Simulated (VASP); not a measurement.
The system is Pt9Au7.

```
Pt Au
1.0
    -4.05345    4.05345   -4.05345
     4.05345    4.05345    4.05345
     4.05345   -4.05345   -4.05345
Pt Au
9 7
Cartesian
  6.0683 2.0314 0.0122
  4.0471 -2.0074 -2.0274
  4.0558 4.0489 -0.0011
  2.0284 2.0264 -4.0612
  0.0130 4.0412 -4.0264
  2.0157 6.0826 0.0057
  8.0788 0.0140 -0.0035
  2.0554 2.0426 0.0045
  0.0387 4.0251 -0.0198
  2.0344 -0.0126 -2.0165
  4.0185 2.0244 -2.0273
  0.0027 2.0322 -2.0197
  2.0269 4.0692 -2.0423
  -0.0243 6.0782 -2.0240
  2.0086 -0.0276 -6.0927
  6.0663 0.0073 -2.0399
```

| Quantity | Value |
| --- | --- |
| Program | VASP 6.6.1 |
| Task | relaxation of cell and atoms |
| Functional | PBE |
| Potentials or basis | VASP PAW PBE potentials, release 64 (Pt, Au) |
| Cutoff | 600 eV |
| k mesh | 2 × 2 × 2, shifted |
| Occupations | gaussian, width 0.1 eV |
| Spin | no spin polarisation |

At the start: pressure -2.2 GPa; volume 16.65 Å³/atom.

**Question.** Where does the relaxation end?

**Answer.** Over 11 steps the energy falls by 6.8 meV/atom and the volume is 16.45 Å³/atom (-1.2 %); space group Cm (No. 8, to 0.1 Å) before, I4/mmm (No. 139, to 0.1 Å).

Step by step:
| step | energy change (eV) | largest force (eV/Å) | pressure (GPa) | volume (Å³) |
| --- | --- | --- | --- | --- |
| 1 | 0.0000 | 0.4951 | -2.24 | 266.40 |
| 2 | -0.0024 | 0.3015 | 4.73 | 257.52 |
| 3 | -0.0559 | 0.4114 | 1.13 | 261.82 |
| 4 | -0.0969 | 0.1635 | 0.25 | 262.93 |
| 5 | -0.0980 | 0.1991 | 0.10 | 263.15 |
| 6 | -0.1042 | 0.1162 | -0.26 | 263.60 |
| 7 | -0.1054 | 0.0781 | -0.51 | 263.92 |
| 8 | -0.1076 | 0.0780 | 0.27 | 262.89 |
| 9 | -0.1077 | 0.0778 | 0.13 | 263.08 |
| 10 | -0.1089 | 0.0447 | 0.08 | 263.13 |
| 11 | -0.1096 | 0.0352 | 0.03 | 263.21 |

Final structure:
```
CELL_PARAMETERS angstrom
-4.06045 4.05653 -3.99487
4.06058 4.05670 3.99490
4.06033 -4.05657 -3.99476
ATOMIC_POSITIONS crystal
Pt 0.24742 0.00093 0.74830
Pt 0.00002 0.24983 0.74999
Pt 0.50431 0.00104 0.50206
Pt 0.75280 0.49792 0.75098
Pt 0.00099 0.49816 0.50235
Pt 0.75260 0.00089 0.25402
Pt 0.99933 0.00143 0.99707
Pt 0.24714 0.49802 0.24524
Pt 0.49583 0.49762 0.99698
Au 0.24990 0.24942 0.49928
Au 0.49988 0.74905 0.74939
Au 0.50001 0.25011 0.25009
Au 0.74983 0.74941 0.49936
Au 0.99982 0.74929 0.24939
Au 0.74953 0.24911 0.99992
Au 0.25060 0.75051 0.99957
```

Caveat: the k points lie up to 0.55 Å⁻¹ apart in the final cell, too coarse for converged energies and pressures of a metal.
